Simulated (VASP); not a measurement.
SBr3, 4 atoms in the cell. Symmetry: I4/mmm, No. 139, tetragonal system. Conventional cell: a = 3.867 Å, b = 3.867 Å, c = 14.658 Å, α = 90.00°, β = 90.00°, γ = 90.00°. Br (site symmetry 4/mmm) has 4 S at 2.73 Å within 3.6 Å. Within 3.6 Å of Br (site symmetry -4m2) lie 4 Br at 2.73 Å. Within 3.6 Å of S (site symmetry 4/mmm) lie 4 Br at 2.73 Å. 

```yaml
Program: VASP 6.6.1
Task: single point
Functional: r2SCAN
Potentials_or_basis: VASP PAW PBE potentials, release 64 (Br, S)
Cutoff: 520 eV
k_mesh: 10 × 10 × 10
Occupations: fermi-dirac, width 0.05 eV
Spin: no spin polarisation
Dipole_correction: no
Further_INCAR_settings: ALGO = Normal; EDIFF = 1e-07; NBANDS = 22
```

Potentials or basis: VASP PAW PBE potentials, release 64 (Br, S).

Command:

```console
$ cat potpaw_PBE.64/Br/POTCAR potpaw_PBE.64/S/POTCAR > POTCAR
$ cp INCAR.step1 INCAR
$ mpirun -np 1 vasp_std > vasp.out
$ cp INCAR.step2 INCAR
$ mpirun -np 1 vasp_std > vasp.out
```

Hardware: 1 thread of Intel(R) Xeon(R) 6975P-C (Granite Rapids) (shared host).

Task: Estimate the wall time of this run.

Result: Wall time 25 min on 1 thread of Intel(R) Xeon(R) 6975P-C (Granite Rapids), with other jobs on the host, peak memory 0.65 GiB. Counts: k points 102.
